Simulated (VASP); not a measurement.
# Ru (P6_3/mmc) in VASP: further runs

Ru is run at these levels: PBEsol; tasks: relaxation of shape and atoms at fixed volume, single point.

Program: VASP 6.6.1. These are calculated values, not measurements. Logs are shortened: lines on timing, memory, paths and dates and some standing lists are left out, and cuts for length are marked.

## 1. The cell of the first run

It takes space group P6_3/mmc (No. 194, hexagonal). The conventional cell has a = 2.662 Å, b = 2.662 Å, c = 4.209 Å, α = 90.00°, β = 90.00°, γ = 120.00°. Within 3.4 Å of Ru (site symmetry -6m2) lie 12 Ru at 2.61 to 2.66 Å.

## 2. Relaxation of shape and atoms at fixed volume, PBEsol (12.92 Å³/atom)

Contents of INCAR:

```
ALGO = Fast
EDIFF = 1E-6
EDIFFG = -0.01
ENCUT = 600
GGA = PS
IBRION = 2
ISIF = 4
ISMEAR = 0
LASPH = True
LCHARG = False
LREAL = False
LWAVE = False
NELM = 60
NSW = 50
PREC = Accurate
SIGMA = 0.1
```

Contents of KPOINTS:

```
k-points
0
Gamma
  18 18 10
```

Contents of POSCAR:

```
Ru
1.0
    2.6623552419      0.0000000000      0.0000000000
   -1.3311776209      2.3056672733      0.0000000000
    0.0000000000      0.0000000000      4.2089692929
Ru
2
Direct
    0.3333333333      0.6666666667      0.2500000000
    0.6666666667      0.3333333333      0.7500000000
```

Potentials or basis: VASP PAW PBE potentials, release 64 (Ru_pv).

Started as:

```
$ cat potpaw_PBE.64/Ru_pv/POTCAR > POTCAR
$ mpirun -np 1 vasp_std > vasp.out
```

OUTCAR:

```text
EDIFF = 1E-6
   EDIFFG = -0.01
   ENCUT = 600
   GGA = PS
   IBRION = 2
   ISIF = 4
   ISMEAR = 0
   LASPH = True
   LREAL = False
   NELM = 60
   NSW = 50
   PREC = Accurate

 ion  position               nearest neighbor table
   1  0.333  0.667  0.250-   2 2.61   2 2.61   2 2.61   2 2.61   2 2.61   2 2.61
   2  0.667  0.333  0.750-   1 2.61   1 2.61   1 2.61   1 2.61   1 2.61   1 2.61

  LATTYP: Found a hexagonal cell.
 ALAT       =     2.6623552419
 C/A-ratio  =     1.5809194906

  Lattice vectors:

 A1 = (   2.6623552419,   0.0000000000,   0.0000000000)
 A2 = (  -1.3311776209,   2.3056672733,   0.0000000000)
 A3 = (   0.0000000000,   0.0000000000,   4.2089692929)

Analysis of symmetry for initial positions (statically):
=====================================================================
 Subroutine PRICEL returns:
 Original cell was already a primitive cell.

 Routine SETGRP: Setting up the symmetry group for a
 hexagonal supercell.

 Subroutine GETGRP returns: Found 24 space group operations
 (whereof 12 operations were pure point group operations)
 out of a pool of 24 trial point group operations.

The static configuration has the point symmetry D_3d.
 The point group associated with its full space group is D_6h.

Analysis of symmetry for dynamics (positions and initial velocities):
=====================================================================
 Subroutine PRICEL returns:
 Original cell was already a primitive cell.

 Routine SETGRP: Setting up the symmetry group for a
 hexagonal supercell.

 Subroutine GETGRP returns: Found 24 space group operations
 (whereof 12 operations were pure point group operations)
 out of a pool of 24 trial point group operations.

The dynamic configuration has the point symmetry D_3d.
 The point group associated with its full space group is D_6h.

 Subroutine INISYM returns: Found 24 space group operations
 (whereof 12 operations are pure point group operations),
 and found     1 'primitive' translations

----------------------------------------------------------------------------------------

                                     Primitive cell

  volume of cell :      25.8368

  direct lattice vectors                    reciprocal lattice vectors
     2.662355242  0.000000000  0.000000000     0.375607276  0.216856962  0.000000000
    -1.331177621  2.305667273  0.000000000     0.000000000  0.433713924  0.000000000
     0.000000000  0.000000000  4.208969293     0.000000000  0.000000000  0.237587858

  length of vectors
     2.662355242  2.662355242  4.208969293     0.433713924  0.433713924  0.237587858

  position of ions in fractional coordinates (direct lattice)
     0.333333333  0.666666667  0.250000000
     0.666666667  0.333333333  0.750000000

  ion indices of the primitive-cell ions
   primitive index   ion index
                 1           1
                 2           2

----------------------------------------------------------------------------------------

 KPOINTS: k-points

Automatic generation of k-mesh.
 Grid dimensions read from file:
 generate k-points for:   18   18   10

 Generating k-lattice:

  Cartesian coordinates                     Fractional coordinates (reciprocal lattice)
     0.020867071  0.012047609  0.000000000     0.055555556  0.000000000  0.000000000
     0.000000000  0.024095218  0.000000000     0.000000000  0.055555556  0.000000000
     0.000000000  0.000000000  0.023758786     0.000000000  0.000000000  0.100000000

  Length of vectors
     0.024095218  0.024095218  0.023758786

  Shift w.r.t. Gamma in fractional coordinates (k-lattice)
     0.000000000  0.000000000  0.000000000

 Subroutine IBZKPT returns following result:
 ===========================================

 Found    222 irreducible k-points:

 Following reciprocal coordinates:
            Coordinates               Weight
  0.000000  0.000000  0.000000      1.000000
  0.055556 -0.000000  0.000000      6.000000
  0.111111 -0.000000  0.000000      6.000000
  0.166667  0.000000  0.000000      6.000000
  0.222222 -0.000000  0.000000      6.000000
  0.277778  0.000000  0.000000      6.000000
[... 16 lines left out ...]
  0.333333  0.111111  0.000000     12.000000
  0.388889  0.111111  0.000000     12.000000
 [... further k-points ...]
   k-points           NKPTS =    222   k-points in BZ     NKDIM =    222   number of bands    NBANDS=     18
   number of dos      NEDOS =    301   number of ions     NIONS =      2
   total plane-waves  NPLWV =  20736
   dimension x,y,z NGX =    24 NGY =   24 NGZ =   36
   dimension x,y,z NGXF=    48 NGYF=   48 NGZF=   72
   ions per type =               2
   NGX,Y,Z   is equivalent  to a cutoff of  14.99, 14.99, 14.22 a.u.
   NGXF,Y,Z  is equivalent  to a cutoff of  29.97, 29.97, 28.44 a.u.
 SYSTEM =  unknown system
   PREC   = accura    normal or accurate (medium, high low for compatibility)
   ISTART =      0    job   : 0-new  1-cont  2-samecut
[... 47 lines left out ...]

--------------------------------------- Ionic step        1  -------------------------------------------

 number of electron      27.9999993 magnetization

 Free energy of the ion-electron system (eV)
  ---------------------------------------------------
  ext. energy  EPLUGINS =         0.00000000
  ---------------------------------------------------
  free energy    TOTEN  =       -20.31735995 eV

  energy without entropy =      -20.30888116  energy(sigma->0) =      -20.31312055

------------------------ aborting loop because EDIFF is reached ----------------------------------------

  FORCE on cell =-STRESS in cart. coord.  units (eV):
  Direction    XX          YY          ZZ          XY          YZ          ZX
  --------------------------------------------------------------------------------------
  -------------------------------------------------------------------------------------
  Total        1.7868160      1.7868160      1.9041378      0.0000000      0.0000000     -0.0000000
  in kB      110.8031270    110.8031270    118.0784249      0.0000000      0.0000000     -0.0000000
  external PRESSURE =     113.2282263 kB  Pullay stress =       0.0000000 kB

 VOLUME and BASIS-vectors are now :
 -----------------------------------------------------------------------------
  energy-cutoff  :      600.00
  volume of cell :       25.84
      direct lattice vectors                 reciprocal lattice vectors
     2.662355242  0.000000000  0.000000000     0.375607276  0.216856962  0.000000000
    -1.331177621  2.305667273  0.000000000     0.000000000  0.433713924  0.000000000
     0.000000000  0.000000000  4.208969293     0.000000000  0.000000000  0.237587858
[... 37 lines left out ...]
 POSITION                                       TOTAL-FORCE (eV/Angst)
 -----------------------------------------------------------------------------------
     -0.00000      1.53566      1.05423        -0.000000      0.000000      0.000000
      1.32992      0.76783      3.16269         0.000000     -0.000000      0.000000
 -----------------------------------------------------------------------------------
    total drift:                               -0.000000      0.000000     -0.000000

  FREE ENERGIE OF THE ION-ELECTRON SYSTEM (eV)
  ---------------------------------------------------
  free  energy   TOTEN  =       -20.3173571936 eV

  energy  without entropy=      -20.3089805265  energy(sigma->0) =      -20.31316886

--------------------------------------- Ionic step        3  -------------------------------------------

 number of electron      27.9999993 magnetization

 Free energy of the ion-electron system (eV)
  ---------------------------------------------------
  ext. energy  EPLUGINS =         0.00000000
  ---------------------------------------------------
  free energy    TOTEN  =       -20.31741401 eV

  energy without entropy =      -20.30898547  energy(sigma->0) =      -20.31319974

 E-fermi :  13.6227     XC(G=0): -14.5902

 val. band max:       13.6193388293   @ k =   0.1667   0.0000   0.4000
 cond. band min:      13.6239302586   @ k =   0.1667   0.1111   0.3000
 fundamental gap:      0.0045914293
 Fermi energy:        13.6227027899

 k-point     1 :       0.0000    0.0000    0.0000
  band No.  band energies     occupation
      1     -30.1729      2.00000
      2     -29.0665      2.00000
      3     -29.0665      2.00000
      4     -28.8678      2.00000
      5     -28.8678      2.00000
      6     -28.8209      2.00000
[... 10 lines left out ...]
     17      14.9163      0.00000
     18      14.9226      0.00000
[... 463 lines left out ...]
 k-point    24 :       0.3889    0.1111    0.0000
  band No.  band energies     occupation
      1     -29.9027      2.00000
      2     -29.6849      2.00000
      3     -29.6044      2.00000
      4     -29.3853      2.00000
      5     -29.1626      2.00000
      6     -29.0728      2.00000
[... 10 lines left out ...]
     17      17.6511      0.00000
     18      21.4429      0.00000

 [... further k-points ...]

------------------------ aborting loop because EDIFF is reached ----------------------------------------

  FORCE on cell =-STRESS in cart. coord.  units (eV):
  Direction    XX          YY          ZZ          XY          YZ          ZX
  --------------------------------------------------------------------------------------
  -------------------------------------------------------------------------------------
  Total        1.8325943      1.8325943      1.8219912      0.0000000      0.0000000     -0.0000000
  in kB      113.6419054    113.6419054    112.9843958      0.0000000      0.0000000     -0.0000000
  external PRESSURE =     113.4227355 kB  Pullay stress =       0.0000000 kB

 VOLUME and BASIS-vectors are now :
 -----------------------------------------------------------------------------
  energy-cutoff  :      600.00
  volume of cell :       25.84
      direct lattice vectors                 reciprocal lattice vectors
     2.661029717  0.000000000 -0.000000000     0.375794375  0.216964984  0.000000000
    -1.330514858  2.304519335 -0.000000000    -0.000000000  0.433929967  0.000000000
     0.000000000  0.000000000  4.213163522     0.000000000  0.000000000  0.237351338

 POSITION                                       TOTAL-FORCE (eV/Angst)
 -----------------------------------------------------------------------------------
     -0.00000      1.53635      1.05329        -0.000000     -0.000000      0.000000
      1.33051      0.76817      3.15987         0.000000      0.000000      0.000000
 -----------------------------------------------------------------------------------
    total drift:                               -0.000000      0.000000     -0.000000

  FREE ENERGIE OF THE ION-ELECTRON SYSTEM (eV)
  ---------------------------------------------------
  free  energy   TOTEN  =       -20.3174140050 eV

  energy  without entropy=      -20.3089854688  energy(sigma->0) =      -20.31319974

 reached required accuracy - stopping structural energy minimisation
```

Run time: 94 s. Hardware: 1 thread of Intel Xeon Platinum 8559C (Emerald Rapids), shared host; peak memory 0.23 GiB.

What came out:

```
Free energy               : -20.3174 eV
Energy gained by relaxing : 0.0 meV/atom
Ionic steps               : 3
Pressure after relaxing   : 11.3 GPa
Band gap on the k mesh    : zero (bands 14 and 15 overlap by 3.38 eV)
```

Final structure:
```xyz
2
Lattice="2.6610 0.0000 0.0000 -1.3305 2.3045 0.0000 0.0000 0.0000 4.2132" Properties=species:S:1:pos:R:3 pbc="T T T"
Ru    0.0000    1.5363    1.0533
Ru    1.3305    0.7682    3.1599
```

Caveat: the PAW data sets were made with another functional, which shifts forces and pressure a little.

## 3. Relaxation of shape and atoms at fixed volume, PBEsol (13.72 Å³/atom)

This run uses another cell than the first one, of 13.72 Å³/atom.

Contents of INCAR:

```
SYSTEM = Ru
PREC = Accurate
ENCUT = 600
EDIFF = 1E-6
ISMEAR = 0
SIGMA = 0.1
LREAL = .False.
LASPH = .True.
NELM = 60
ALGO = Fast
ISIF = 4
LWAVE = .False.
LCHARG = .False.
GGA = PS
IBRION = 2
NSW = 50
EDIFFG = -0.01
```

Contents of KPOINTS:

```
Automatic mesh
0
Gamma
  18 18 10
  0 0 0
```

Contents of POSCAR:

```
Ru
1.0
    2.7161546911      0.0000000000      0.0000000000
   -1.3580773455      2.3522589631      0.0000000000
    0.0000000000      0.0000000000      4.2940218907
Ru
2
Direct
    0.3333333333      0.6666666667      0.2500000000
    0.6666666667      0.3333333333      0.7500000000
```

Potentials or basis: VASP PAW PBE potentials, release 64 (Ru_pv).

Started as:

```
$ cat potpaw_PBE.64/Ru_pv/POTCAR > POTCAR
$ mpirun -np 1 vasp_std > vasp.out
```

It took 86 s on 1 thread of Intel Xeon Platinum 8559C (Emerald Rapids), shared host; peak memory 0.24 GiB.

The run converged. Its results:

```
Free energy               : -20.3215 eV
Energy gained by relaxing : 0.0 meV/atom
Ionic steps               : 3
Pressure after relaxing   : -9.7 GPa
Band gap on the k mesh    : zero (bands 14 and 15 overlap by 3.07 eV)
```

Final structure:
```yaml
crystal:
  lattice:
    - [2.71740, 0.00000, 0.00000]
    - [-1.35870, 2.35334, 0.00000]
    - [0.00000, 0.00000, 4.29009]
  atoms:
    - { symbol: Ru, position: [0.33333, 0.66667, 0.25000] }
    - { symbol: Ru, position: [0.66667, 0.33333, 0.75000] }
```

Levels at points of the mesh, in eV from the Fermi level:
```
           k point  band 12  band 13  band 14  band 15  band 16  band 17
(0.00, 0.00, 0.00)    -1.88    -1.88    -1.38    -1.38     1.18     1.18
(0.50, 0.00, 0.00)    -1.81    -1.49     1.41     1.83     1.92     4.00
(0.00, 0.00, 0.50)    -2.73    -2.69    -2.69     0.55     0.55     0.55
(0.50, 0.00, 0.50)    -1.04     0.43     0.43     1.66     1.66     3.33
```

Caveat: the PAW data sets were made with another functional, which shifts forces and pressure a little.

## 4. Single point, PBEsol

This run uses another cell than the first one, of 13.57 Å³/atom.

Contents of INCAR:

```
SYSTEM = Ru
PREC     = Accurate       ! precision mode
ENCUT    = 520            ! plane-wave cutoff, eV
EDIFF    = 1E-6           ! SCF threshold, eV
ISMEAR   = 0              ! smearing method
SIGMA    = 0.1            ! smearing width, eV
LREAL    = .False.        ! projectors in reciprocal space
LASPH    = .True.         ! aspherical terms in the spheres
NELM     = 80             ! most SCF steps
ALGO     = Normal         ! electronic algorithm
ISIF     = 2              ! what is computed and relaxed
LWAVE    = .False.        ! write WAVECAR
LCHARG   = .True.         ! write CHGCAR
GGA      = PS             ! functional
LELF     = .True.         ! ELF
LVHAR    = .True.       
NBANDS   = 21             ! bands
```

Contents of KPOINTS:

```
regular mesh
0
Gamma
  6 6 4
  0 0 0
```

Contents of POSCAR:

```
Ru
1.0
    2.7057993342      0.0000000000      0.0000000000
   -1.3528996671      2.3432909610      0.0000000000
    0.0000000000      0.0000000000      4.2819000000
Ru
2
Direct
    0.3333333333      0.6666666667      0.2500000000
    0.6666666667      0.3333333333      0.7500000000
```

Started as:

```
$ cat potpaw_PBE.64/Ru_pv/POTCAR > POTCAR
$ mpirun -np 1 vasp_std > vasp.out
```

It took 12 s on 1 thread of Intel Xeon Platinum 8259CL at 2.50GHz (Skylake/Cascade Lake), shared host; peak memory 0.14 GiB.

The run converged. Its results:

| Quantity | Value |
| --- | --- |
| Free energy | -20.2649 eV |
| Pressure | -5.6 GPa |
| Band gap on the k mesh | zero (bands 14 and 15 overlap by 2.83 eV) |

Stress tensor (GPa, compression positive):
```
-3.41  0.00  0.00
 0.00 -3.41  0.00
 0.00  0.00 -9.92
```

Levels at points of the mesh, in eV from the Fermi level:
```tsv
k point	band 11	band 12	band 13	band 14	band 15	band 16	band 17	band 18
(0.00, 0.00, 0.00)	-2.68	-2.16	-2.16	-1.63	-1.63	0.95	0.95	0.99
(0.50, 0.00, 0.00)	-2.33	-2.07	-1.78	1.20	1.62	1.69	3.81	5.85
(0.00, 0.00, 0.50)	-3.01	-3.01	-2.99	-2.99	0.31	0.31	0.31	0.31
(0.50, 0.00, 0.50)	-1.30	-1.30	0.18	0.18	1.46	1.46	3.12	3.12
```

Caveat: the k points lie up to 0.45 Å⁻¹ apart, too coarse for converged energies and pressures of a metal; the PAW data sets were made with another functional, which shifts forces and pressure a little.

## 5. Single point, PBEsol (14.12 Å³/atom)

This run uses another cell than the first one, of 14.12 Å³/atom.

Contents of INCAR:

```
SYSTEM = Ru
ALGO = Fast
EDIFF = 1E-7
ENCUT = 520
GGA = PS
ISIF = 2
ISMEAR = 0
LASPH = .TRUE.
LCHARG = .FALSE.
LREAL = .FALSE.
LWAVE = .FALSE.
NBANDS = 21
NELM = 60
PREC = Accurate
SIGMA = 0.1
```

Contents of KPOINTS:

```
k-points
0
G
  18 18 10
  0 0 0
```

Contents of POSCAR:

```
Ru
1.0
    2.7448650394      0.0000000000      0.0000000000
   -1.3724325197      2.3771228541      0.0000000000
    0.0000000000      0.0000000000      4.3271296113
Ru
2
Direct
    0.3333333333      0.6666666667      0.2500000000
    0.6666666667      0.3333333333      0.7500000000
```

Started as:

```
$ cat potpaw_PBE.64/Ru_pv/POTCAR > POTCAR
$ mpirun -np 1 vasp_std > vasp.out
```

Run time: 2 min. Hardware: 1 thread of Intel Xeon Platinum 8488C (Sapphire Rapids), shared host; peak memory 0.21 GiB.

Results (log left out):

* Free energy: -20.2529 eV
* Pressure: -17.7 GPa
* Band gap on the k mesh: zero (bands 14 and 15 overlap by 2.95 eV)

Levels at points of the mesh, in eV from the Fermi level:
```
           k point  band 10  band 11  band 12  band 13  band 14  band 15  band 16  band 17  band 18  band 19
(0.00, 0.00, 0.00)    -2.45    -2.25    -1.80    -1.80    -1.33    -1.33     1.13     1.13     1.25     9.84
(0.50, 0.00, 0.00)    -2.87    -1.95    -1.77    -1.43     1.33     1.73     1.83     3.85     5.81    10.67
(0.00, 0.00, 0.50)    -2.62    -2.62    -2.62    -2.59    -2.59     0.52     0.52     0.52     0.52    10.34
(0.50, 0.00, 0.50)    -4.27    -1.00    -1.00     0.41     0.41     1.58     1.58     3.22     3.22    10.03
```

Caveat: the cell stands under tension; the PAW data sets were made with another functional, which shifts forces and pressure a little.

## 6. Overview

| task | cell | k mesh | cutoff (eV) | gap on the mesh (eV) | pressure (GPa) |
| --- | --- | --- | --- | --- | --- |
| relaxation of shape and atoms at fixed volume | relaxed from a = 2.662, b = 2.662, c = 4.209 Å, angles 90.0, 90.0, 120.0°, 2 atoms | 18 × 18 × 10 | 600 | none | 11.3 |
| relaxation of shape and atoms at fixed volume | relaxed from a = 2.716, b = 2.716, c = 4.294 Å, angles 90.0, 90.0, 120.0°, 2 atoms | 18 × 18 × 10 | 600 | none | -9.7 |
| single point | a = 2.706, b = 2.706, c = 4.282 Å, angles 90.0, 90.0, 120.0°, 2 atoms | 6 × 6 × 4 | 520 | none | -5.6 |
| single point | a = 2.745, b = 2.745, c = 4.327 Å, angles 90.0, 90.0, 120.0°, 2 atoms | 18 × 18 × 10 | 520 | none | -17.7 |

Alike in all rows: level PBEsol; potentials or basis VASP PAW PBE potentials, release 64 (Ru_pv); no spin polarisation; smearing gaussian 0.1 eV.

Caveats: some runs use coarse meshes; the PAW data sets were made with another functional, which shifts forces and pressure a little; the cell stands under tension (at least some runs).

Absolute energies hang on the potentials; compare differences alone.
